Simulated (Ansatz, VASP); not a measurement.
**Cr in VASP and in Ansatz**

```
CELL_PARAMETERS angstrom
1.36890 -4.34970 0.00000
1.36890 4.34970 0.00000
0.00000 0.00000 3.89686
ATOMIC_POSITIONS crystal
Cr 0.13126 0.86874 0.00002
Cr 0.63126 0.36874 0.49998
Cr 0.86874 0.13126 0.99998
Cr 0.36874 0.63126 0.50002
```

Alike in both runs: functional PBEsol; k mesh 6 × 6 × 4; occupations gaussian, width 0.1 eV; no spin polarisation.

Ansatz relaxed the structure, and its values are those at the end. VASP's run is a single point on that final structure, the one shown.

|  | VASP | Ansatz |
| --- | --- | --- |
| version | VASP 6.6.1 | Ansatz 0.2.0 |
| potentials or method | VASP PAW PBE potentials, release 64 (Cr_pv), cutoff 520 eV | scalar-relativistic, plane waves, PAW |
| valence electrons in the cell | 48 | 56 |

Ansatz gave:

* gap on the k mesh at the Fermi level (eV): none
* pressure (GPa): 0.0
* rms of the force components (eV/Å): 0.001

What did VASP give for the same quantities?

gap on the k mesh at the Fermi level (eV): none; pressure (GPa): -0.3; rms of the force components (eV/Å): 0.007.

VASP's potentials were made for PBE, not for PBEsol. A gap of «none» marks a metal or a gap that the smearing closes. VASP's potentials hold 48 valence electrons a cell and Ansatz's 56, so a difference there can come from the potentials and not from the codes.

The k mesh is coarse, so the values compare programs but aren't converged.
